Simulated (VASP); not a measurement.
Runs of VASP 6.6.1 on HfSiO4. The structure is that of space group I4_1/amd (No. 141), or close to it. The cells are those of the table. 

| cell | gap on the mesh (eV) | pressure (GPa) | largest force (eV/Å) |
| --- | --- | --- | --- |
| a = 5.497 Å, angles 106.5, 106.5, 115.7°, 12 atoms | (c) | 10.4 | 0.49 |
| a = 5.513 Å, angles 106.7, 106.7, 115.2°, 12 atoms | 5.44 | 7.4 | 0.48 |
| a = 5.482 Å, angles 106.2, 106.2, 116.2°, 12 atoms | 5.53 | (b) | 0.50 |
| a = 5.529 Å, angles 107.0, 107.0, 114.6°, 12 atoms | (a) | 4.7 | 0.47 |

Alike in all rows: task single point; level PBE; potentials or basis VASP PAW PBE potentials, release 64 (Hf_pv, Si, O); no spin polarisation; k mesh 6 × 6 × 6; cutoff (eV) 520; smearing fermi-dirac 0.02 eV.

**Question.** Estimate the missing entries.

**Answer.** (a) 5.39; (b) 13.4; (c) 5.49.

Caveats: the cell stands under pressure; spin-orbit coupling is left out, which moves the levels of the heavy elements.

A k mesh can miss the band edges, and the runs leave out spin-orbit coupling on Hf.
